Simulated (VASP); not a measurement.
A run of VASP 6.6.1 is set up as follows.

The input INCAR:

```
  ALGO = Normal
  EDIFF = 1E-6
  ENCUT = 600
  GGA = CA
  GGA_COMPAT = F
  ISIF = 2
  ISMEAR = -1
  LASPH = T
  LCHARG = F
  LREAL = F
  LWAVE = F
  NBANDS = 15
  NELM = 120
  PREC = Accurate
  SIGMA = 0.08
```

The input KPOINTS:

```
k-points
0
Gamma
  17 17 17
```

POSCAR

```
TiC
1.0
    0.0000000000      2.1304494316      2.1304494316
    2.1304494316      0.0000000000      2.1304494316
    2.1304494316      2.1304494316      0.0000000000
Ti C
1 1
Direct
    0.0000000000      0.0000000000      0.0000000000
    0.5000000000      0.5000000000      0.5000000000
```

Potentials or basis: VASP PAW LDA potentials, release 64 (Ti_sv, C).

Launch:

```bash
$ cat potpaw_LDA.64/Ti_sv/POTCAR potpaw_LDA.64/C/POTCAR > POTCAR
$ mpirun -np 1 vasp_std > vasp.out
```

Estimate the pressure.

0.6 GPa.

Estimate the band gap on the k mesh.

zero (band 8 reaches 10.47 eV, above the bottom of band 9 at 9.42 eV).
